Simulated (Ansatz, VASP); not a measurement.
# One calculation of CdSe, two programs

```xyz
2
Lattice="0.0000 3.0982 3.0982 3.0982 0.0000 3.0982 3.0982 3.0982 0.0000" Properties=species:S:1:pos:R:3 pbc="T T T"
Cd    0.0000    0.0000    0.0000
Se    1.5491    1.5491    1.5491
```

Alike in both runs: functional PBE; k mesh 10 × 10 × 10; occupations gaussian, width 0.02 eV; no spin polarisation.

Ansatz relaxed the structure, and its values are those at the end. VASP's run is a single point on that final structure, the one shown.

|  | VASP | Ansatz |
| --- | --- | --- |
| version | VASP 6.6.1 | Ansatz 0.2.0 |
| potentials or method | VASP PAW PBE potentials, release 64 (Cd, Se), cutoff 500 eV | scalar-relativistic, plane waves, PAW |
| valence electrons in the cell | 18 | 36 |

VASP gave:

- gap on the k mesh at the Fermi level (eV): 0.49
- least direct gap on the mesh (eV): 0.49
- pressure (GPa): 0.2

Problem. What did Ansatz give for the same quantities?

Solution. gap on the k mesh at the Fermi level (eV): 0.49; least direct gap on the mesh (eV): 0.49; pressure (GPa): 0.0.

VASP's potentials hold 18 valence electrons a cell and Ansatz's 36, so a difference there can come from the potentials and not from the codes.
